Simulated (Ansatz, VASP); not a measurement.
**AlAs in VASP and in Ansatz**

```
CELL_PARAMETERS angstrom
0.00000 2.83723 2.83723
2.83723 0.00000 2.83723
2.83723 2.83723 0.00000
ATOMIC_POSITIONS crystal
Al 0.00000 0.00000 0.00000
As 0.25000 0.25000 0.25000
```

Alike in both runs: functional PBEsol; k mesh 8 × 8 × 8; occupations gaussian, width 0.02 eV; no spin polarisation.

Ansatz relaxed the structure, and its values are those at the end. VASP's run is a single point on that final structure, the one shown.

```csv
,VASP,Ansatz
version,VASP 6.6.1,Ansatz 0.2.0
potentials or method,"VASP PAW PBE potentials, release 64 (Al, As), cutoff 500 eV","scalar-relativistic, plane waves, PAW"
valence electrons in the cell,8,18
```

|  | VASP | Ansatz | Ansatz less VASP |
| --- | --- | --- | --- |
| gap on the k mesh at the Fermi level (eV) | 1.33 | 1.34 | +0.012 |
| least direct gap on the mesh (eV) | 1.92 | 1.91 | -0.014 |
| pressure (GPa) | 0.3 | 0.0 | -0.28 |

VASP's potentials were made for PBE, not for PBEsol, and Ansatz warns of the same on its side. The functional is the same, so the differences come from potentials, cutoffs and numerics. VASP's potentials hold 8 valence electrons a cell and Ansatz's 18, so a difference there can come from the potentials and not from the codes.
